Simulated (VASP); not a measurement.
# Cu2O (Pn-3m) in VASP: single point with PBE

Aim: the single point of Cu2O with PBE.

Program: VASP 6.6.1. These are calculated values, not measurements. Logs are shortened: lines on timing, memory, paths and dates and some standing lists are left out, and cuts for length are marked.

### Step 1. The cell of the first run

The structure is cubic, space group Pn-3m (No. 224). Conventional cell: a = 4.298 Å, b = 4.298 Å, c = 4.298 Å, α = 90.00°, β = 90.00°, γ = 90.00°. Cu (site symmetry -3m) has 2 O at 1.86 Å within 2.5 Å. Within 2.5 Å of O (site symmetry -43m) lie 4 Cu at 1.86 Å.

### Step 2. Single point, PBE

File INCAR:

```
PREC = Accurate
ENCUT = 600
EDIFF = 1E-6
ISMEAR = 0
SIGMA = 0.02
LREAL = False
LASPH = True
NELM = 120
ALGO = Normal
ISIF = 2
LWAVE = False
LCHARG = False
GGA = PE
NBANDS = 37
GGA_COMPAT = False
```

File KPOINTS:

```
regular mesh
0
Gamma
  8 8 8
```

File POSCAR:

```
Cu2O
1.0
    4.2982238995      0.0000000000      0.0000000000
    0.0000000000      4.2982238995      0.0000000000
    0.0000000000      0.0000000000      4.2982238995
Cu O
4 2
Direct
    0.2500000000      0.2500000000      0.7500000000
    0.7500000000      0.2500000000      0.2500000000
    0.2500000000      0.7500000000      0.2500000000
    0.7500000000      0.7500000000      0.7500000000
    0.5000000000      0.5000000000      0.5000000000
    0.0000000000      0.0000000000      0.0000000000
```

Potentials or basis: VASP PAW PBE potentials, release 64 (Cu, O).

Run with:

```
cat potpaw_PBE.64/Cu/POTCAR potpaw_PBE.64/O/POTCAR > POTCAR
mpirun -np 1 vasp_std > vasp.out
```

OUTCAR:

```text
PREC = Accurate
   ENCUT = 600
   EDIFF = 1E-6
   ISMEAR = 0
   LREAL = False
   LASPH = True
   NELM = 120
   ISIF = 2
   GGA = PE

 ion  position               nearest neighbor table
   1  0.250  0.250  0.750-   5 1.86   6 1.86
   2  0.750  0.250  0.250-   5 1.86   6 1.86
   3  0.250  0.750  0.250-   5 1.86   6 1.86
   4  0.750  0.750  0.750-   5 1.86   6 1.86
   5  0.500  0.500  0.500-   1 1.86   2 1.86   3 1.86   4 1.86
   6  0.000  0.000  0.000-   1 1.86   2 1.86   3 1.86   4 1.86

  LATTYP: Found a simple cubic cell.
 ALAT       =     4.2982238995

  Lattice vectors:

 A1 = (   4.2982238995,   0.0000000000,   0.0000000000)
 A2 = (   0.0000000000,   4.2982238995,   0.0000000000)
 A3 = (   0.0000000000,   0.0000000000,   4.2982238995)

Analysis of symmetry for initial positions (statically):
=====================================================================
 Subroutine PRICEL returns:
 Original cell was already a primitive cell.

 Routine SETGRP: Setting up the symmetry group for a
 simple cubic supercell.

 Subroutine GETGRP returns: Found 48 space group operations
 (whereof 24 operations were pure point group operations)
 out of a pool of 48 trial point group operations.

The static configuration has the point symmetry T_d .
 The point group associated with its full space group is O_h .

Analysis of symmetry for dynamics (positions and initial velocities):
=====================================================================
 Subroutine PRICEL returns:
 Original cell was already a primitive cell.

 Routine SETGRP: Setting up the symmetry group for a
 simple cubic supercell.

 Subroutine GETGRP returns: Found 48 space group operations
 (whereof 24 operations were pure point group operations)
 out of a pool of 48 trial point group operations.

The dynamic configuration has the point symmetry T_d .
 The point group associated with its full space group is O_h .

 Subroutine INISYM returns: Found 48 space group operations
 (whereof 24 operations are pure point group operations),
 and found     1 'primitive' translations

----------------------------------------------------------------------------------------

                                     Primitive cell

  volume of cell :      79.4085

  direct lattice vectors                    reciprocal lattice vectors
     4.298223899  0.000000000  0.000000000     0.232654237  0.000000000  0.000000000
     0.000000000  4.298223899  0.000000000     0.000000000  0.232654237  0.000000000
     0.000000000  0.000000000  4.298223899     0.000000000  0.000000000  0.232654237

  length of vectors
     4.298223899  4.298223899  4.298223899     0.232654237  0.232654237  0.232654237

  position of ions in fractional coordinates (direct lattice)
     0.250000000  0.250000000  0.750000000
     0.750000000  0.250000000  0.250000000
     0.250000000  0.750000000  0.250000000
     0.750000000  0.750000000  0.750000000
     0.500000000  0.500000000  0.500000000
     0.000000000  0.000000000  0.000000000

  ion indices of the primitive-cell ions
   primitive index   ion index
                 1           1
                 2           2
                 3           3
                 4           4
                 5           5
                 6           6

----------------------------------------------------------------------------------------

 KPOINTS: regular mesh

Automatic generation of k-mesh.
 Grid dimensions read from file:
 generate k-points for:    8    8    8

 Generating k-lattice:

  Cartesian coordinates                     Fractional coordinates (reciprocal lattice)
     0.029081780  0.000000000  0.000000000     0.125000000  0.000000000  0.000000000
     0.000000000  0.029081780  0.000000000     0.000000000  0.125000000  0.000000000
     0.000000000  0.000000000  0.029081780     0.000000000  0.000000000  0.125000000

  Length of vectors
     0.029081780  0.029081780  0.029081780

  Shift w.r.t. Gamma in fractional coordinates (k-lattice)
     0.000000000  0.000000000  0.000000000

 Subroutine IBZKPT returns following result:
 ===========================================

 Found     35 irreducible k-points:

 Following reciprocal coordinates:
            Coordinates               Weight
  0.000000  0.000000  0.000000      1.000000
  0.125000  0.000000  0.000000      6.000000
  0.250000  0.000000  0.000000      6.000000
  0.375000  0.000000  0.000000      6.000000
  0.500000  0.000000  0.000000      3.000000
  0.125000  0.125000  0.000000     12.000000
[... 16 lines left out ...]
  0.375000  0.375000  0.125000     24.000000
  0.500000  0.375000  0.125000     24.000000
 [... further k-points ...]
   k-points           NKPTS =     35   k-points in BZ     NKDIM =     35   number of bands    NBANDS=     37
   number of dos      NEDOS =    301   number of ions     NIONS =      6
   total plane-waves  NPLWV =  46656
   dimension x,y,z NGX =    36 NGY =   36 NGZ =   36
   dimension x,y,z NGXF=    72 NGYF=   72 NGZF=   72
   ions per type =               4   2
   NGX,Y,Z   is equivalent  to a cutoff of  13.92, 13.92, 13.92 a.u.
   NGXF,Y,Z  is equivalent  to a cutoff of  27.85, 27.85, 27.85 a.u.
 SYSTEM =  unknown system
   PREC   = accura    normal or accurate (medium, high low for compatibility)
   ISTART =      0    job   : 0-new  1-cont  2-samecut
   ICHARG =      2    charge: 1-file 2-atom 10-const
   ISPIN  =      1    spin polarized calculation?
   LNONCOLLINEAR =      F non collinear calculations
   LSORBIT =      F    spin-orbit coupling
   LASPH  =      T    aspherical Exc in radial PAW
   ENCUT  =  600.0 eV  44.10 Ry    6.64 a.u.   8.58  8.58  8.58*2*pi/ulx,y,z
   NELM   =    120;   NELMIN=  2; NELMDL= -5     # of ELM steps
   EDIFF  = 0.1E-05   stopping-criterion for ELM
   LREAL  =      F    real-space projection
   EDIFFG = 0.1E-04   stopping-criterion for IOM
   NSW    =      0    number of steps for IOM
   IBRION =     -1    ionic relax: 0-MD 1-quasi-New 2-CG
   NFREE  =      0    steps in history (QN), initial steepest desc. (CG)
   ISIF   =      2    stress and relaxation
   ISYM   =      2    0-nonsym 1-usesym 2-fastsym
   POTIM  = 0.5000    time-step for ionic-motion
   TEBEG  =    0.0;   TEEND  =   0.0 temperature during run
   PSTRESS=    0.0 pullay stress
   NELECT =      56.0000    total number of electrons
   NUPDOWN=      -1.0000    fix difference up-down
   EMIN   =  10.00;   EMAX   =-10.00  energy-range for DOS
   EFERMI =   0.00;   METHOD = LEGACY
   ISMEAR =     0;   SIGMA  =   0.02  broadening in eV -4-tet -1-fermi 0-gaus
   EFERMI_NEDOS =   21; number of points for ismear=-14 and -15
   IALGO  =     38    algorithm
   IMIX   =      4    mixing-type and parameters
     AMIX     =   0.40;   BMIX     =  1.00
     AMIX_MAG =   1.60;   BMIX_MAG =  1.00
  volume/ion in A,a.u.               =      13.23        89.31
  Fermi-wavevector in a.u.,A,eV,Ry     =   1.457186  2.753683 28.890509  2.123392
  Thomas-Fermi vector in A             =   2.574017
   LORBIT       =      0    0 simple, 1 ext, 2 COOP (PROOUT), +10 PAW based schemes
   GGA     = PE    functional components
   LHFCALC =     F    Hartree Fock is set to
   AEXX    =    0.0000 exact exchange contribution
   IVDW    =     0    specifies the selected vdW correction
   LEPSILON=     F    determine dielectric tensor
   LRPA    =     F    only Hartree local field effects (RPA)
 non-spin polarized calculation
 Gauss-broadening in eV      SIGMA  =   0.02
  energy-cutoff  :      600.00
  volume of cell :       79.41
 maximum number of plane-waves:      2680
 NGX is ok and might be reduce to    36
   NGX = 17   NGY = 17   NGZ = 17

 number of electron      55.9999966 magnetization

 Free energy of the ion-electron system (eV)
  ---------------------------------------------------
  ext. energy  EPLUGINS =         0.00000000
  ---------------------------------------------------
  free energy    TOTEN  =       -27.29213157 eV

  energy without entropy =      -27.29213157  energy(sigma->0) =      -27.29213157

 E-fermi :   4.6072     XC(G=0): -10.9017

 val. band max:        4.4755961014   @ k =   0.0000   0.0000   0.0000
 cond. band min:       4.9557958093   @ k =   0.0000   0.0000   0.0000
 fundamental gap:      0.4801997079
 Fermi energy:         4.6071668867

 k-point     1 :       0.0000    0.0000    0.0000
  band No.  band energies     occupation
      1     -15.4653      2.00000
      2     -14.7776      2.00000
      3      -2.5435      2.00000
      4      -2.5435      2.00000
      5      -2.5435      2.00000
      6      -0.2204      2.00000
[... 29 lines left out ...]
     36      13.7206      0.00000
     37      13.7206      0.00000

 k-point     2 :       0.1250    0.0000    0.0000
  band No.  band energies     occupation
      1     -15.4387      2.00000
      2     -14.8031      2.00000
      3      -2.5070      2.00000
      4      -2.4872      2.00000
      5      -2.4872      2.00000
      6      -0.6148      2.00000
[... 29 lines left out ...]
     36      13.3568      0.00000
     37      13.3568      0.00000

 k-point     3 :       0.2500    0.0000    0.0000
  band No.  band energies     occupation
      1     -15.3630      2.00000
      2     -14.8761      2.00000
      3      -2.3943      2.00000
      4      -2.3272      2.00000
      5      -2.3272      2.00000
      6      -1.0801      2.00000
[... 29 lines left out ...]
     36      12.7309      0.00000
     37      12.7309      0.00000

 k-point     4 :       0.3750    0.0000    0.0000
  band No.  band energies     occupation
      1     -15.2500      2.00000
      2     -14.9863      2.00000
      3      -2.1966      2.00000
      4      -2.1003      2.00000
      5      -2.1003      2.00000
      6      -1.5275      2.00000
[... 29 lines left out ...]
     36      12.2758      0.00000
     37      12.3440      0.00000
[... 683 lines left out ...]
      1     -15.1640      2.00000
      2     -15.0443      2.00000
      3      -2.5080      2.00000
      4      -2.3577      2.00000
      5      -1.9266      2.00000
      6      -1.3058      2.00000
[... 29 lines left out ...]
     36      13.4362      0.00000
     37      15.4181      0.00000

 k-point    23 :       0.3750    0.3750    0.1250
  band No.  band energies     occupation
      1     -15.1858      2.00000
      2     -15.0133      2.00000
      3      -2.6127      2.00000
      4      -2.4633      2.00000
      5      -1.8958      2.00000
      6      -1.2924      2.00000
[... 29 lines left out ...]
     36      14.0604      0.00000
     37      14.8490      0.00000

 k-point    24 :       0.5000    0.3750    0.1250
  band No.  band energies     occupation
      1     -15.1752      2.00000
      2     -15.0183      2.00000
      3      -2.6064      2.00000
      4      -2.5669      2.00000
      5      -1.8542      2.00000
      6      -1.2985      2.00000
[... 29 lines left out ...]
     36      13.6506      0.00000
     37      14.9377      0.00000

 [... further k-points ...]

------------------------ aborting loop because EDIFF is reached ----------------------------------------

  FORCE on cell =-STRESS in cart. coord.  units (eV):
  Direction    XX          YY          ZZ          XY          YZ          ZX
  --------------------------------------------------------------------------------------
  -------------------------------------------------------------------------------------
  Total        0.3179551      0.3179551      0.3179551     -0.0000000     -0.0000000     -0.0000000
  in kB        6.4151869      6.4151869      6.4151869     -0.0000000     -0.0000000     -0.0000000
  external PRESSURE =       6.4151869 kB  Pullay stress =       0.0000000 kB

 VOLUME and BASIS-vectors are now :
 -----------------------------------------------------------------------------
  energy-cutoff  :      600.00
  volume of cell :       79.41
      direct lattice vectors                 reciprocal lattice vectors
     4.298223899  0.000000000  0.000000000     0.232654237  0.000000000  0.000000000
     0.000000000  4.298223899  0.000000000     0.000000000  0.232654237  0.000000000
     0.000000000  0.000000000  4.298223899     0.000000000  0.000000000  0.232654237

 POSITION                                       TOTAL-FORCE (eV/Angst)
 -----------------------------------------------------------------------------------
      1.07456      1.07456      3.22367         0.000000      0.000000     -0.000000
      3.22367      1.07456      1.07456         0.000000     -0.000000      0.000000
      1.07456      3.22367      1.07456        -0.000000      0.000000     -0.000000
      3.22367      3.22367      3.22367        -0.000000     -0.000000     -0.000000
      2.14911      2.14911      2.14911         0.000000      0.000000      0.000000
      0.00000      0.00000      0.00000         0.000000      0.000000      0.000000
 -----------------------------------------------------------------------------------
    total drift:                                0.000000     -0.000000      0.000000

  FREE ENERGIE OF THE ION-ELECTRON SYSTEM (eV)
  ---------------------------------------------------
  free  energy   TOTEN  =       -27.2921315696 eV

  energy  without entropy=      -27.2921315696  energy(sigma->0) =      -27.29213157
```

It took 96 s on 1 thread of Intel Xeon Platinum 8375C at 2.90GHz (Ice Lake), shared host; peak memory 0.25 GiB.

What came out:

```yaml
Free_energy: -27.2921 eV
Pressure: 0.6 GPa
Band_gap_on_the_k_mesh: 0.48 eV
```

Levels at points of the mesh, in eV from the valence-band top:
| k point | band 25 | band 26 | band 27 | band 28 | band 29 | band 30 | band 31 | band 32 |
| --- | --- | --- | --- | --- | --- | --- | --- | --- |
| (0.00, 0.00, 0.00) | -1.51 | 0.00 | 0.00 | 0.00 | 0.48 | 1.34 | 1.34 | 7.79 |
| (0.50, 0.00, 0.00) | -1.15 | -1.15 | -0.38 | -0.38 | 2.21 | 2.21 | 4.25 | 4.25 |
| (0.50, 0.50, 0.00) | -1.16 | -1.16 | -0.63 | -0.63 | 1.91 | 1.91 | 3.81 | 3.81 |
| (0.50, 0.50, 0.50) | -0.97 | -0.55 | -0.55 | -0.55 | 2.51 | 2.51 | 2.51 | 4.80 |

Caveat: semilocal functionals underestimate gaps, and a narrow one can read as zero.
